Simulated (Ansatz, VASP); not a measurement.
## SrO in VASP and in Ansatz

INCAR

```
SYSTEM = SrO
PREC = Accurate
ENCUT = 600
EDIFF = 1E-6
ISMEAR = -1
SIGMA = 0.08
LREAL = .False.
LASPH = .True.
NELM = 80
ALGO = Normal
ISIF = 3
LWAVE = .False.
LCHARG = .False.
GGA = PS
IBRION = 2
NSW = 100
EDIFFG = -0.002
```

KPOINTS

```
Automatic mesh
0
Gamma
  16 16 16
  0 0 0
```

File POSCAR:

```
SrO
1.0
    0.0000000000      2.5663000000      2.5663000000
    2.5663000000      0.0000000000      2.5663000000
    2.5663000000      2.5663000000      0.0000000000
Sr O
1 1
Direct
    0.5000000000      0.5000000000      0.5000000000
    0.0000000000      0.0000000000      0.0000000000
```

Input for Ansatz:

```yaml
crystal:
  lattice:
    - [0.0, 2.5663, 2.5663]
    - [2.5663, 0.0, 2.5663]
    - [2.5663, 2.5663, 0.0]
  atoms:
    - { symbol: Sr, position: [0.5, 0.5, 0.5] }
    - { symbol: O, position: [0.0, 0.0, 0.0] }
kpoints:
  mp_grid: { grid: [16, 16, 16] }
scf:
  occupations: { method: fermi_dirac, width: 0.08 }
hamiltonian:
  xc: pbesol
  pseudopotentials: { kind: paw }
relax:
  f_tol: 0.002
  max_steps: 80
  cell: {}
output:
  forces: true
  stress: true
```

Alike in both runs: task relaxation of cell and atoms; functional PBEsol; k mesh 16 × 16 × 16; occupations fermi-dirac, width 0.08 eV; no spin polarisation.

```csv
,VASP,Ansatz
version,VASP 6.6.1,Ansatz 0.2.0
potentials or method,"VASP PAW PBE potentials, release 64 (Sr_sv, O)","PAW with Ansatz's default frozen-core files, scalar-relativistic"
plane-wave cutoff (eV),600,420
valence electrons in the cell,16,16
```

Ansatz gave:

| Property | Result |
| --- | --- |
| relaxed volume (Å³/atom) | 16.81 |
| relaxed length of the cell vector where the two differ most in proportion (Å) | 3.622 |

What did VASP give for the same quantities?

Relaxed volume (Å³/atom): 16.90; relaxed length of the cell vector where the two differ most in proportion (Å): 3.629.

VASP's potentials were made for PBE, not for PBEsol.

Noted on VASP's run: the relaxation stopped at its first step, so nothing moved.
